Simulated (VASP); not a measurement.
# CdS (rocksalt type) (Fm-3m) in VASP: further runs, part 2 of 2

VASP 6.6.1.

**3. Single point, LDA (15.22 Å³/atom)**

This run uses another cell than the first one, of 15.22 Å³/atom.

INCAR

```
SYSTEM = CdS
ALGO = Normal ; EDIFF = 1E-7
ENCUT = 520 ; GGA = CA
ISIF = 2 ; ISMEAR = -1
LASPH = .True. ; LCHARG = .False.
LREAL = .False. ; LWAVE = .False.
NBANDS = 16 ; NELM = 80
PREC = Accurate ; SIGMA = 0.05
```

KPOINTS

```
k-points
0
Gamma
  14 14 14
  0 0 0
```

POSCAR

```
CdS
1.0
    0.0000000000      2.4783551512      2.4783551512
    2.4783551512      0.0000000000      2.4783551512
    2.4783551512      2.4783551512      0.0000000000
Cd S
1 1
Direct
    0.0000000000      0.0000000000      0.0000000000
    0.5000000000      0.5000000000      0.5000000000
```

Potentials or basis: VASP PAW LDA potentials, release 64 (Cd, S).

Launch:

```console
cat potpaw_LDA.64/Cd/POTCAR potpaw_LDA.64/S/POTCAR > POTCAR
mpirun -np 1 vasp_std > vasp.out
```

OUTCAR:

```text
SYSTEM = CdS
   EDIFF = 1E-7
   ENCUT = 520
   GGA = CA
   ISIF = 2
   ISMEAR = -1
   LASPH = .True.
   LREAL = .False.
   NELM = 80
   PREC = Accurate

 ion  position               nearest neighbor table
   1  0.000  0.000  0.000-   2 2.48   2 2.48   2 2.48   2 2.48   2 2.48   2 2.48
   2  0.500  0.500  0.500-   1 2.48   1 2.48   1 2.48   1 2.48   1 2.48   1 2.48

  LATTYP: Found a face centered cubic cell.
 ALAT       =     4.9567103024

  Lattice vectors:

[... 644 lines left out ...]

  FORCE on cell =-STRESS in cart. coord.  units (eV):
  Direction    XX          YY          ZZ          XY          YZ          ZX
  --------------------------------------------------------------------------------------
  -------------------------------------------------------------------------------------
  Total        6.9983325      6.9983325      6.9983325      0.0000000      0.0000000     -0.0000000
  in kB      368.2854252    368.2854252    368.2854252      0.0000000      0.0000000     -0.0000000
  external PRESSURE =     368.2854252 kB  Pullay stress =       0.0000000 kB

 VOLUME and BASIS-vectors are now :
 -----------------------------------------------------------------------------
  energy-cutoff  :      520.00
  volume of cell :       30.45
      direct lattice vectors                 reciprocal lattice vectors
     0.000000000  2.478355151  2.478355151    -0.201746711  0.201746711  0.201746711
     2.478355151  0.000000000  2.478355151     0.201746711 -0.201746711  0.201746711
     2.478355151  2.478355151  0.000000000     0.201746711  0.201746711 -0.201746711

 POSITION                                       TOTAL-FORCE (eV/Angst)
 -----------------------------------------------------------------------------------
      0.00000      0.00000      0.00000         0.000000      0.000000     -0.000000
      2.47836      2.47836      2.47836        -0.000000     -0.000000      0.000000
 -----------------------------------------------------------------------------------
    total drift:                               -0.000000      0.000000      0.000000

  FREE ENERGIE OF THE ION-ELECTRON SYSTEM (eV)
  ---------------------------------------------------
  free  energy   TOTEN  =        -6.5339256803 eV

  energy  without entropy=       -6.5324048993  energy(sigma->0) =       -6.53316529
```

stdout:

```text
POSCAR found type information on POSCAR CdS
 POSCAR found :  2 types and       2 ions
 scaLAPACK will be used
 LDA part: xc-table for (Slater(with rela. corr.)+CA(PZ))
 , standard interpolation
 POSCAR, INCAR and KPOINTS ok, starting setup
 FFT: planning ... GRIDC
 FFT: planning ... GRID_SOFT
 FFT: planning ... GRID
 WAVECAR not read
 entering main loop
```

Wall time 1.9 min (1 thread of Intel Xeon 8259CL, shared host); peak memory 0.18 GiB.

Results:

| Item | Value |
| --- | --- |
| Free energy | -6.5339 eV |
| Pressure | 36.8 GPa |
| Band gap on the k mesh | zero (bands 9 and 10 overlap by 0.20 eV) |

Caveat: the cell stands under pressure; semilocal functionals underestimate gaps, so a narrow gap can read as zero.

**4. Single point, LDA (16.74 Å³/atom)**

This run uses another cell than the first one, of 16.74 Å³/atom.

INCAR

```
PREC = Accurate ; ENCUT = 520
EDIFF = 1E-6 ; ISMEAR = -1
SIGMA = 0.05 ; LREAL = F
LASPH = T ; NELM = 100
ALGO = Normal ; ISIF = 2
LWAVE = F ; LCHARG = T
GGA = CA ; LELF = T
LVHAR = T ; NBANDS = 16
```

KPOINTS

```
Automatic mesh
0
Gamma
  14 14 14
```

POSCAR

```
CdS
1.0
    0.0000000000      2.5583567417      2.5583567417
    2.5583567417      0.0000000000      2.5583567417
    2.5583567417      2.5583567417      0.0000000000
Cd S
1 1
Direct
    0.0000000000      0.0000000000      0.0000000000
    0.5000000000      0.5000000000      0.5000000000
```

Potentials or basis: VASP PAW LDA potentials, release 64 (Cd, S).

Launch:

```console
cat potpaw_LDA.64/Cd/POTCAR potpaw_LDA.64/S/POTCAR > POTCAR
mpirun -np 1 vasp_std > vasp.out
```

OUTCAR:

```text
PREC = Accurate
   ENCUT = 520
   EDIFF = 1E-6
   ISMEAR = -1
   LREAL = F
   LASPH = T
   NELM = 100
   ISIF = 2
   GGA = CA

 ion  position               nearest neighbor table
   1  0.000  0.000  0.000-   2 2.56   2 2.56   2 2.56   2 2.56   2 2.56   2 2.56
   2  0.500  0.500  0.500-   1 2.56   1 2.56   1 2.56   1 2.56   1 2.56   1 2.56

  LATTYP: Found a face centered cubic cell.
 ALAT       =     5.1167134834

  Lattice vectors:

 A1 = (   0.0000000000,   2.5583567417,   2.5583567417)
[... 640 lines left out ...]

------------------------ aborting loop because EDIFF is reached ----------------------------------------

  FORCE on cell =-STRESS in cart. coord.  units (eV):
  Direction    XX          YY          ZZ          XY          YZ          ZX
  --------------------------------------------------------------------------------------
  -------------------------------------------------------------------------------------
  Total        3.6222807      3.6222807      3.6222807      0.0000000      0.0000000      0.0000000
  in kB      173.2923456    173.2923456    173.2923456      0.0000000      0.0000000      0.0000000
  external PRESSURE =     173.2923456 kB  Pullay stress =       0.0000000 kB

 VOLUME and BASIS-vectors are now :
 -----------------------------------------------------------------------------
  energy-cutoff  :      520.00
  volume of cell :       33.49
      direct lattice vectors                 reciprocal lattice vectors
     0.000000000  2.558356742  2.558356742    -0.195437951  0.195437951  0.195437951
     2.558356742  0.000000000  2.558356742     0.195437951 -0.195437951  0.195437951
     2.558356742  2.558356742  0.000000000     0.195437951  0.195437951 -0.195437951

 POSITION                                       TOTAL-FORCE (eV/Angst)
 -----------------------------------------------------------------------------------
      0.00000      0.00000      0.00000         0.000000     -0.000000      0.000000
      2.55836      2.55836      2.55836        -0.000000      0.000000     -0.000000
 -----------------------------------------------------------------------------------
    total drift:                                0.000000      0.000000      0.000000

  FREE ENERGIE OF THE ION-ELECTRON SYSTEM (eV)
  ---------------------------------------------------
  free  energy   TOTEN  =        -7.0345264178 eV

  energy  without entropy=       -7.0333937986  energy(sigma->0) =       -7.03396011
```

stdout:

```text
POSCAR found type information on POSCAR CdS
 POSCAR found :  2 types and       2 ions
 scaLAPACK will be used
 LDA part: xc-table for (Slater(with rela. corr.)+CA(PZ))
 , standard interpolation
 POSCAR, INCAR and KPOINTS ok, starting setup
 FFT: planning ... GRIDC
 FFT: planning ... GRID_SOFT
 FFT: planning ... GRID
 WAVECAR not read
 entering main loop
```

It took 94 s on 1 thread of Intel Xeon 8259CL, shared host; peak memory 0.18 GiB.

What came out:

```
Free energy            : -7.0345 eV
Pressure               : 17.3 GPa
Band gap on the k mesh : zero (bands 9 and 10 overlap by 0.10 eV)
```

Caveat: the cell stands under pressure; semilocal functionals underestimate gaps, so a narrow gap can read as zero.

**5. The runs side by side**

```tsv
cell	gap on the mesh (eV)	pressure (GPa)
a = 3.384 Å, angles 60.0°, 2 atoms	none	68.6
a = 3.505 Å, angles 60.0°, 2 atoms	none	36.8
a = 3.618 Å, angles 60.0°, 2 atoms	none	17.3
```

Alike in all rows: task single point; level LDA; potentials or basis VASP PAW LDA potentials, release 64 (Cd, S); no spin polarisation; k mesh 14 × 14 × 14; cutoff (eV) 520; smearing fermi-dirac 0.05 eV.

Caveats: the cell stands under pressure; semilocal functionals underestimate gaps, so a narrow gap can read as zero.

Total energies depend on the potentials used, so only differences within one code and one set of settings carry meaning.
